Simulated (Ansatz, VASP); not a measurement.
This is a calculation of Hf for VASP 6.6.1.

INCAR

```
PREC = Accurate
ENCUT = 600
EDIFF = 1E-7
ISMEAR = -1
SIGMA = 0.05
LREAL = False
LASPH = True
NELM = 60
ALGO = Normal
ISIF = 3
LWAVE = False
LCHARG = False
GGA = B5
ALDAX = 1.0
AGGAX = 1.0
AGGAC = 1.0
ALDAC = 0.0
IVDW = 13
VDW_S6 = 1.0
VDW_S8 = 2.34076671
VDW_A1 = 0.44488865
VDW_A2 = 4.0933009
IBRION = 2
NSW = 60
EDIFFG = -0.01
```

File KPOINTS:

```
regular mesh
0
Gamma
  10 10 10
```

File POSCAR:

```
Hf
1.0
    0.0000000000      2.2200000000      2.2200000000
    2.2200000000      0.0000000000      2.2200000000
    2.2200000000      2.2200000000      0.0000000000
Hf
1
Direct
    0.0000000000      0.0000000000      0.0000000000
```

Potentials or basis: VASP PAW PBE potentials, release 64 (Hf_pv).

Launch:

```bash
$ cat potpaw_PBE.64/Hf_pv/POTCAR > POTCAR
$ mpirun -np 1 vasp_std > vasp.out
```

Task: Translate it to Ansatz 0.2.0. Potentials there: Ansatz PAW.

Result: As run (the cutoff follows the program's own potentials):

Contents of input.yaml:

```yaml
crystal:
  lattice:
    - [0.0, 2.22, 2.22]
    - [2.22, 0.0, 2.22]
    - [2.22, 2.22, 0.0]
  atoms:
    - { symbol: Hf, position: [0.0, 0.0, 0.0] }
hamiltonian:
  xc: blyp
  pseudopotentials: { kind: paw }
  dispersion: d4
kpoints:
  mp_grid: { grid: [10, 10, 10] }
scf:
  occupations: { method: fermi_dirac, width: 0.05 }
output:
  forces: true
  stress: true
  eigenvalues: true
relax:
  f_tol: 0.01
  max_steps: 40
  cell: { stress_tol: 0.05 }
```

Potentials or basis: Ansatz PAW.

Run with:

```sh
$ ansatz run input.yaml --threads 2 --pin off --max-ram 5632MiB --backend cpu --events-out ev --progress --plain --runs-dir out
```

Both were run:

|  | VASP | Ansatz | Ansatz less VASP |
| --- | --- | --- | --- |
| gap on the k mesh at the Fermi level, each at its own relaxed structure (eV) | none | none | - |
| relaxed volume (Å³/atom) | 22.51 | 22.51 | -0.008 |
| relaxed cell length with the largest relative difference (Å) | 3.169 | 3.169 | -0.0004 |

VASP's potentials were made for PBE, not for BLYP. A gap of «none» marks a metal or a gap that the smearing closes. VASP's potentials hold 10 valence electrons a cell and Ansatz's 26, so a difference there can come from the potentials and not from the codes.

Spin-orbit coupling is off throughout. Noted on Ansatz's run: the plane-wave basis is chosen anew once the cell has moved, so the energies of steps on either side of that aren't comparable.
